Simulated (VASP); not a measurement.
Input of a VASP 6.6.1 run:

File INCAR:

```
SYSTEM = Si2W
  PREC = Accurate
  ENCUT = 520
  EDIFF = 1E-6
  ISMEAR = -1
  SIGMA = 0.05
  LREAL = .False.
  LASPH = .True.
  NELM = 100
  ALGO = Normal
  ISIF = 2
  LWAVE = .False.
  LCHARG = .False.
  GGA = PE
  IBRION = 2
  NSW = 60
  EDIFFG = -0.01
```

File KPOINTS:

```
regular mesh
0
Gamma
  5 5 3
  0 0 0
```

File POSCAR:

```
Si2W
1.0
    4.7091894297      0.0000000000      0.0000000000
   -2.3545947149      4.0782776774      0.0000000000
    0.0000000000      0.0000000000      6.6532220000
W Si
3 6
Direct
    0.5000000000      0.0000000000      0.5000000000
    0.5000000000      0.5000000000      0.8333333333
    0.0000000000      0.5000000000      0.1666666667
    0.3272520000      0.1636260000      0.1666666667
    0.8363740000      0.1636260000      0.8333333333
    0.1636260000      0.3272520000      0.5000000000
    0.6727480000      0.8363740000      0.1666666667
    0.1636260000      0.8363740000      0.8333333333
    0.8363740000      0.6727480000      0.5000000000
```

Potentials or basis: VASP PAW PBE potentials, release 64 (W_sv, Si).

Command:

```console
$ cat potpaw_PBE.64/W_sv/POTCAR potpaw_PBE.64/Si/POTCAR > POTCAR
$ mpirun -np 1 vasp_std > vasp.out
```

Estimate the band gap on the k mesh.

0.30 eV, indirect (least direct gap 0.78 eV).

Predict the energy gained by relaxing.

0.0 meV/atom.

Final structure:
```yaml
crystal:
  lattice:
    - [4.70919, 0.00000, 0.00000]
    - [-2.35459, 4.07828, 0.00000]
    - [0.00000, 0.00000, 6.65322]
  atoms:
    - { symbol: W, position: [0.50000, 0.00000, 0.50000] }
    - { symbol: W, position: [0.50000, 0.50000, 0.83333] }
    - { symbol: W, position: [0.00000, 0.50000, 0.16667] }
    - { symbol: Si, position: [0.32737, 0.16369, 0.16667] }
    - { symbol: Si, position: [0.83631, 0.16369, 0.83333] }
    - { symbol: Si, position: [0.16369, 0.32737, 0.50000] }
    - { symbol: Si, position: [0.67263, 0.83631, 0.16667] }
    - { symbol: Si, position: [0.16369, 0.83631, 0.83333] }
    - { symbol: Si, position: [0.83631, 0.67263, 0.50000] }
```

Caveat: spin-orbit coupling is left out, which moves the levels of the heavy elements. A k mesh can miss the band edges.
